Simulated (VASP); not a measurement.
**SnSe: single point with LDA**

The system is SnSe, a slab with vacuum.

```
Sn Se
1.0
     4.28533    0.00000    0.00000
     0.00000    4.28533    0.00000
     0.00000    0.00000   10.99069
Sn Se
2 2
Direct
  0.50000 0.00000 0.37223
  0.00000 0.50000 0.62777
  0.50000 0.00000 0.61604
  0.00000 0.50000 0.38396
```

```yaml
Program: VASP 6.6.1
Task: single point
Functional: LDA
Potentials_or_basis: VASP PAW LDA potentials, release 64 (Sn_d, Se)
Cutoff: 520 eV
k_mesh: 6 × 6 × 2
Occupations: gaussian, width 0.02 eV
Spin: no spin polarisation
```

| Item | Value |
| --- | --- |
| Largest force | 0.220 eV/Å |
| Band gap on the k mesh | 1.45 eV |

Forces in eV/Å, atoms in the order of the input:
```
Sn   0.000  0.000  0.220
Sn   0.000  0.000 -0.220
Se   0.000  0.000 -0.022
Se   0.000  0.000  0.022
```

Levels at points of the mesh, in eV from the valence-band top:
| k point | band 16 | band 17 | band 18 | band 19 | band 20 | band 21 | band 22 | band 23 | band 24 | band 25 |
| --- | --- | --- | --- | --- | --- | --- | --- | --- | --- | --- |
| (0.00, 0.00, 0.00) | -2.94 | -2.94 | -1.60 | -1.60 | -0.20 | 1.65 | 3.83 | 3.84 | 4.40 | 4.40 |
| (0.50, 0.00, 0.00) | -2.19 | -1.41 | -1.41 | -0.19 | -0.19 | 1.54 | 1.54 | 2.10 | 2.10 | 3.16 |
| (0.50, 0.50, 0.00) | -4.69 | -3.12 | -3.12 | -1.59 | -1.59 | 3.71 | 3.71 | 4.74 | 4.74 | 4.96 |
| (0.00, 0.00, 0.50) | -2.94 | -2.94 | -1.60 | -1.60 | -0.20 | 1.51 | 3.83 | 4.40 | 4.40 | 4.73 |
| (0.50, 0.00, 0.50) | -2.19 | -1.41 | -1.41 | -0.19 | -0.19 | 1.54 | 1.54 | 2.10 | 2.10 | 3.09 |
| (0.50, 0.50, 0.50) | -4.69 | -3.12 | -3.12 | -1.59 | -1.59 | 3.67 | 3.67 | 4.80 | 4.80 | 4.93 |

Wall time 71 s on 1 thread of AMD EPYC 9R45 96-Core Processor (Zen 5), with other jobs on the host, peak memory 0.25 GiB.

Caveat: there is no dipole correction, which matters where the two faces differ; spin-orbit coupling is left out, which moves the levels of the heavy elements.
